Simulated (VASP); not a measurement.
# Lu (Fm-3m) in VASP: single point with PBEsol

Aim: the single point of Lu with PBEsol.

Everything below comes from runs of VASP 6.6.1. Logs are shortened: lines on timing, memory, paths and dates and some standing lists are left out, and cuts for length are marked.

**1. The cell of the first run**

Symmetry: Fm-3m, No. 225, cubic system. Conventional cell: a = 4.781 Å, b = 4.781 Å, c = 4.781 Å, α = 90.00°, β = 90.00°, γ = 90.00°. Lu (site symmetry m-3m) has 12 Lu at 3.38 Å within 4.4 Å.

This isn't the form of Lu at room conditions, which is hcp.

**2. Single point, PBEsol**

INCAR reads:

```
SYSTEM = Lu
PREC = Accurate
ENCUT = 520
EDIFF = 1E-6
ISMEAR = -1
SIGMA = 0.13605693000000002
LREAL = .False.
LASPH = .True.
NELM = 60
ALGO = Normal
ISIF = 2
LWAVE = .False.
LCHARG = .False.
GGA = PS
NBANDS = 18
```

KPOINTS reads:

```
Automatic mesh
0
Gamma
  12 12 12
  0 0 0
```

POSCAR reads:

```
Lu
1.0
    0.0000000000      2.3905006450      2.3905006450
    2.3905006450      0.0000000000      2.3905006450
    2.3905006450      2.3905006450      0.0000000000
Lu
1
Direct
    0.0000000000      0.0000000000      0.0000000000
```

Potentials or basis: VASP PAW PBE potentials, release 64 (Lu).

On the command line:

```bash
$ cat potpaw_PBE.64/Lu/POTCAR > POTCAR
$ mpirun -np 1 vasp_std > vasp.out
```

OUTCAR:

```text
SYSTEM = Lu
   PREC = Accurate
   ENCUT = 520
   EDIFF = 1E-6
   ISMEAR = -1
   LREAL = .False.
   LASPH = .True.
   NELM = 60
   ISIF = 2
   GGA = PS

 ion  position               nearest neighbor table
   1  0.000  0.000  0.000-

  LATTYP: Found a face centered cubic cell.
 ALAT       =     4.7810012900

  Lattice vectors:

 A1 = (   0.0000000000,   2.3905006450,   2.3905006450)
 A2 = (   2.3905006450,   0.0000000000,   2.3905006450)
 A3 = (   2.3905006450,   2.3905006450,   0.0000000000)

Analysis of symmetry for initial positions (statically):
=====================================================================
 Subroutine PRICEL returns:
 Original cell was already a primitive cell.

 Routine SETGRP: Setting up the symmetry group for a
 face centered cubic supercell.

 Subroutine GETGRP returns: Found 48 space group operations
 (whereof 48 operations were pure point group operations)
 out of a pool of 48 trial point group operations.

The static configuration has the point symmetry O_h .

Analysis of symmetry for dynamics (positions and initial velocities):
=====================================================================
 Subroutine PRICEL returns:
 Original cell was already a primitive cell.

 Routine SETGRP: Setting up the symmetry group for a
 face centered cubic supercell.

 Subroutine GETGRP returns: Found 48 space group operations
 (whereof 48 operations were pure point group operations)
 out of a pool of 48 trial point group operations.

The dynamic configuration has the point symmetry O_h .

 Subroutine INISYM returns: Found 48 space group operations
 (whereof 48 operations are pure point group operations),
 and found     1 'primitive' translations

----------------------------------------------------------------------------------------

                                     Primitive cell

  volume of cell :      27.3210

  direct lattice vectors                    reciprocal lattice vectors
     0.000000000  2.390500645  2.390500645    -0.209161207  0.209161207  0.209161207
     2.390500645  0.000000000  2.390500645     0.209161207 -0.209161207  0.209161207
     2.390500645  2.390500645  0.000000000     0.209161207  0.209161207 -0.209161207

  length of vectors
     3.380678433  3.380678433  3.380678433     0.362277837  0.362277837  0.362277837

  position of ions in fractional coordinates (direct lattice)
     0.000000000  0.000000000  0.000000000

  ion indices of the primitive-cell ions
   primitive index   ion index
                 1           1

----------------------------------------------------------------------------------------

 KPOINTS: Automatic mesh

Automatic generation of k-mesh.
 Grid dimensions read from file:
 generate k-points for:   12   12   12

 Generating k-lattice:

  Cartesian coordinates                     Fractional coordinates (reciprocal lattice)
    -0.017430101  0.017430101  0.017430101     0.083333333  0.000000000  0.000000000
     0.017430101 -0.017430101  0.017430101     0.000000000  0.083333333  0.000000000
     0.017430101  0.017430101 -0.017430101     0.000000000  0.000000000  0.083333333

  Length of vectors
     0.030189820  0.030189820  0.030189820

  Shift w.r.t. Gamma in fractional coordinates (k-lattice)
     0.000000000  0.000000000  0.000000000

 Subroutine IBZKPT returns following result:
 ===========================================

 Found     72 irreducible k-points:

 Following reciprocal coordinates:
            Coordinates               Weight
  0.000000  0.000000  0.000000      1.000000
  0.083333  0.000000  0.000000      8.000000
  0.166667  0.000000  0.000000      8.000000
  0.250000  0.000000  0.000000      8.000000
  0.333333  0.000000  0.000000      8.000000
  0.416667  0.000000  0.000000      8.000000
[... 16 lines left out ...]
  0.500000  0.166667  0.000000     24.000000
 -0.416667  0.166667  0.000000     24.000000
 [... further k-points ...]
   k-points           NKPTS =     72   k-points in BZ     NKDIM =     72   number of bands    NBANDS=     18
   number of dos      NEDOS =    301   number of ions     NIONS =      1
   total plane-waves  NPLWV =  21952
   dimension x,y,z NGX =    28 NGY =   28 NGZ =   28
   dimension x,y,z NGXF=    56 NGYF=   56 NGZF=   56
   ions per type =               1
   NGX,Y,Z   is equivalent  to a cutoff of  13.77, 13.77, 13.77 a.u.
   NGXF,Y,Z  is equivalent  to a cutoff of  27.54, 27.54, 27.54 a.u.
 SYSTEM =  Lu
   PREC   = accura    normal or accurate (medium, high low for compatibility)
   ISTART =      0    job   : 0-new  1-cont  2-samecut
   ICHARG =      2    charge: 1-file 2-atom 10-const
   ISPIN  =      1    spin polarized calculation?
   LNONCOLLINEAR =      F non collinear calculations
   LSORBIT =      F    spin-orbit coupling
   LASPH  =      T    aspherical Exc in radial PAW
   ENCUT  =  520.0 eV  38.22 Ry    6.18 a.u.   6.29  6.29  6.29*2*pi/ulx,y,z
   NELM   =     60;   NELMIN=  2; NELMDL= -5     # of ELM steps
   EDIFF  = 0.1E-05   stopping-criterion for ELM
   LREAL  =      F    real-space projection
[... 7 lines left out ...]
   TEBEG  =    0.0;   TEEND  =   0.0 temperature during run
   PSTRESS=    0.0 pullay stress
   NELECT =      25.0000    total number of electrons
   NUPDOWN=      -1.0000    fix difference up-down
   EMIN   =  10.00;   EMAX   =-10.00  energy-range for DOS
   EFERMI =   0.00;   METHOD = LEGACY
   ISMEAR =    -1;   SIGMA  =   0.14  broadening in eV -4-tet -1-fermi 0-gaus
   EFERMI_NEDOS =   21; number of points for ismear=-14 and -15
   IALGO  =     38    algorithm
   IMIX   =      4    mixing-type and parameters
     AMIX     =   0.40;   BMIX     =  1.00
     AMIX_MAG =   1.60;   BMIX_MAG =  1.00
  volume/ion in A,a.u.               =      27.32       184.37
  Fermi-wavevector in a.u.,A,eV,Ry     =   1.589361  3.003457 34.369260  2.526069
  Thomas-Fermi vector in A             =   2.688223
   LORBIT       =      0    0 simple, 1 ext, 2 COOP (PROOUT), +10 PAW based schemes
   GGA     = PS    functional components
   LHFCALC =     F    Hartree Fock is set to
   AEXX    =    0.0000 exact exchange contribution
   IVDW    =     0    specifies the selected vdW correction
   LEPSILON=     F    determine dielectric tensor
   LRPA    =     F    only Hartree local field effects (RPA)
 non-spin polarized calculation
  energy-cutoff  :      520.00
  volume of cell :       27.32
 maximum number of plane-waves:       754
 NGX is ok and might be reduce to    28
   NGX = 13   NGY = 13   NGZ = 13

 number of electron      25.0000000 magnetization

 Free energy of the ion-electron system (eV)
  ---------------------------------------------------
  ext. energy  EPLUGINS =         0.00000000
  ---------------------------------------------------
  free energy    TOTEN  =        -4.95697281 eV

  energy without entropy =       -4.87128544  energy(sigma->0) =       -4.91412912

 E-fermi :   2.3858     XC(G=0): -11.0870

 val. band max:        2.3785484697   @ k =  -0.3333   0.2500   0.0000
 cond. band min:       2.3954637343   @ k =   0.5000   0.3333   0.1667
 fundamental gap:      0.0169152646
 Fermi energy:         2.3858306469

 k-point     1 :       0.0000    0.0000    0.0000
  band No.  band energies     occupation
      1     -53.6863      2.00000
      2     -24.0608      2.00000
      3     -24.0608      2.00000
      4     -24.0608      2.00000
      5      -3.8635      2.00000
      6      -2.5235      2.00000
[... 10 lines left out ...]
     17       7.2295      0.00000
     18      12.9647      0.00000

 k-point     2 :       0.0833    0.0000    0.0000
  band No.  band energies     occupation
      1     -53.6836      2.00000
      2     -24.1045      2.00000
      3     -24.0663      2.00000
      4     -24.0663      2.00000
      5      -3.6570      2.00000
      6      -2.5191      2.00000
[... 10 lines left out ...]
     17       7.1119      0.00000
     18      13.4379      0.00000

 k-point     3 :       0.1667    0.0000    0.0000
  band No.  band energies     occupation
      1     -53.6763      2.00000
      2     -24.2221      2.00000
      3     -24.0815      2.00000
      4     -24.0815      2.00000
      5      -3.0706      2.00000
      6      -2.5078      2.00000
[... 10 lines left out ...]
     17       6.9531      0.00000
     18      13.8549      0.00000

 k-point     4 :       0.2500    0.0000    0.0000
  band No.  band energies     occupation
      1     -53.6663      2.00000
      2     -24.3785      2.00000
      3     -24.1022      2.00000
      4     -24.1022      2.00000
      5      -2.4991      2.00000
      6      -2.4648      2.00000
[... 10 lines left out ...]
     17       7.1946      0.00000
     18      12.7892      0.00000

 k-point     5 :       0.3333    0.0000    0.0000
  band No.  band energies     occupation
      1     -53.6564      2.00000
      2     -24.5304      2.00000
      3     -24.1228      2.00000
      4     -24.1228      2.00000
      5      -2.5014      2.00000
      6      -2.4506      2.00000
[... 10 lines left out ...]
     17       7.9212      0.00000
     18      11.9172      0.00000

 k-point     6 :       0.4167    0.0000    0.0000
  band No.  band energies     occupation
      1     -53.6490      2.00000
      2     -24.6388      2.00000
      3     -24.1377      2.00000
      4     -24.1377      2.00000
      5      -2.5062      2.00000
      6      -2.4637      2.00000
[... 10 lines left out ...]
     17       8.7503      0.00000
     18      11.3422      0.00000

 k-point     7 :       0.5000    0.0000    0.0000
  band No.  band energies     occupation
      1     -53.6464      2.00000
      2     -24.6780      2.00000
      3     -24.1432      2.00000
      4     -24.1432      2.00000
      5      -2.5082      2.00000
      6      -2.4686      2.00000
[... 10 lines left out ...]
     17       9.1444      0.00000
     18      11.1146      0.00000

 k-point     8 :       0.0833    0.0833    0.0000
  band No.  band energies     occupation
      1     -53.6827      2.00000
      2     -24.1036      2.00000
      3     -24.0759      2.00000
      4     -24.0759      2.00000
      5      -3.5882      2.00000
      6      -2.5175      2.00000
[... 10 lines left out ...]
     17       7.3370      0.00000
     18      13.6073      0.00000
[... 229 lines left out ...]
     17       7.6430      0.00000
     18      15.2636      0.00000

 k-point    20 :       0.2500    0.1667    0.0000
  band No.  band energies     occupation
      1     -53.6655      2.00000
      2     -24.3179      2.00000
      3     -24.1430      2.00000
      4     -24.1393      2.00000
      5      -2.4865      2.00000
      6      -2.4651      2.00000
[... 10 lines left out ...]
     17       7.8873      0.00000
     18      14.8766      0.00000

 k-point    21 :       0.3333    0.1667    0.0000
  band No.  band energies     occupation
      1     -53.6564      2.00000
      2     -24.4431      2.00000
      3     -24.1680      2.00000
      4     -24.1654      2.00000
      5      -2.4809      2.00000
      6      -2.4557      2.00000
[... 10 lines left out ...]
     17       8.4081      0.00000
     18      13.5520      0.00000

 k-point    22 :       0.4167    0.1667    0.0000
  band No.  band energies     occupation
      1     -53.6482      2.00000
      2     -24.5517      2.00000
      3     -24.2032      2.00000
      4     -24.1784      2.00000
      5      -2.4855      2.00000
      6      -2.4573      2.00000
[... 10 lines left out ...]
     17       9.0498      0.00000
     18      11.9445      0.00000

 k-point    23 :       0.5000    0.1667    0.0000
  band No.  band energies     occupation
      1     -53.6431      2.00000
      2     -24.6156      2.00000
      3     -24.2360      2.00000
      4     -24.1786      2.00000
      5      -2.4895      2.00000
      6      -2.4697      2.00000
[... 10 lines left out ...]
     17       9.2265      0.00000
     18      10.7098      0.00000

 k-point    24 :      -0.4167    0.1667    0.0000
  band No.  band energies     occupation
      1     -53.6424      2.00000
      2     -24.6208      2.00000
      3     -24.2564      2.00000
      4     -24.1658      2.00000
      5      -2.4906      2.00000
      6      -2.4752      2.00000
[... 10 lines left out ...]
     17       9.4689      0.00000
     18      10.8257      0.00000

 [... further k-points ...]

------------------------ aborting loop because EDIFF is reached ----------------------------------------

  FORCE on cell =-STRESS in cart. coord.  units (eV):
  Direction    XX          YY          ZZ          XY          YZ          ZX
  --------------------------------------------------------------------------------------
  -------------------------------------------------------------------------------------
  Total        0.0448101      0.0448101      0.0448101      0.0000000      0.0000000     -0.0000000
  in kB        2.6277832      2.6277832      2.6277832      0.0000000      0.0000000     -0.0000000
  external PRESSURE =       2.6277832 kB  Pullay stress =       0.0000000 kB

 VOLUME and BASIS-vectors are now :
 -----------------------------------------------------------------------------
  energy-cutoff  :      520.00
  volume of cell :       27.32
      direct lattice vectors                 reciprocal lattice vectors
     0.000000000  2.390500645  2.390500645    -0.209161207  0.209161207  0.209161207
     2.390500645  0.000000000  2.390500645     0.209161207 -0.209161207  0.209161207
     2.390500645  2.390500645  0.000000000     0.209161207  0.209161207 -0.209161207

 POSITION                                       TOTAL-FORCE (eV/Angst)
 -----------------------------------------------------------------------------------
      0.00000      0.00000      0.00000        -0.000000     -0.000000     -0.000000
 -----------------------------------------------------------------------------------
    total drift:                               -0.000000     -0.000000     -0.000000

  FREE ENERGIE OF THE ION-ELECTRON SYSTEM (eV)
  ---------------------------------------------------
  free  energy   TOTEN  =        -4.9569728056 eV

  energy  without entropy=       -4.8712854415  energy(sigma->0) =       -4.91412912
```

Wall time 29 s (1 thread of Intel Xeon Platinum 8259CL at 2.50GHz (Skylake/Cascade Lake), shared host); peak memory 0.19 GiB.

Results:

```yaml
Free_energy: -4.9570 eV
Pressure: 0.3 GPa
Band_gap_on_the_k_mesh: zero (an odd number of electrons rules out a gap without spin polarisation)
```

Levels at points of the mesh, in eV from the Fermi level:
```
           k point  band 10  band 11  band 12  band 13  band 14  band 15
(0.00, 0.00, 0.00)    -4.76    -4.76    -4.76     2.28     2.28     2.28
(0.50, 0.00, 0.00)    -4.78    -4.75    -2.71     0.52     2.05     2.05
(0.50, 0.50, 0.00)    -4.79    -4.79    -2.20    -0.97     2.21     6.78
```

Caveat: the PAW data sets were made with another functional, which shifts forces and pressure a little; spin-orbit coupling is left out, which moves the levels of the heavy elements.
